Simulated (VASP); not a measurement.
A run of VASP 6.6.1 is set up as follows.

INCAR

```
PREC = Accurate
ENCUT = 520
EDIFF = 1E-6
ISMEAR = -1
SIGMA = 0.1
LREAL = False
LASPH = True
NELM = 80
ALGO = Normal
ISIF = 2
LWAVE = False
LCHARG = True
GGA = RE
LELF = True
LVHAR = True
NBANDS = 8
```

KPOINTS

```
regular mesh
0
Gamma
  23 23 23
```

The input POSCAR:

```
Si
1.0
   -1.5449467199      1.5449467199      1.5449467199
    1.5449467199     -1.5449467199      1.5449467199
    1.5449467199      1.5449467199     -1.5449467199
Si
1
Direct
    0.0000000000      0.0000000000      0.0000000000
```

Potentials or basis: VASP PAW PBE potentials, release 64 (Si).

Run with:

```bash
$ cat potpaw_PBE.64/Si/POTCAR > POTCAR
$ mpirun -np 1 vasp_std > vasp.out
```

(1) What does it give for the band gap on the k mesh?

(2) What does it give for the pressure?

Answers

(1) zero (band 2 reaches 21.21 eV, above the bottom of band 3 at 5.83 eV).

(2) -0.2 GPa.

Caveat: the PAW data sets were made with another functional, which shifts forces and pressure a little.
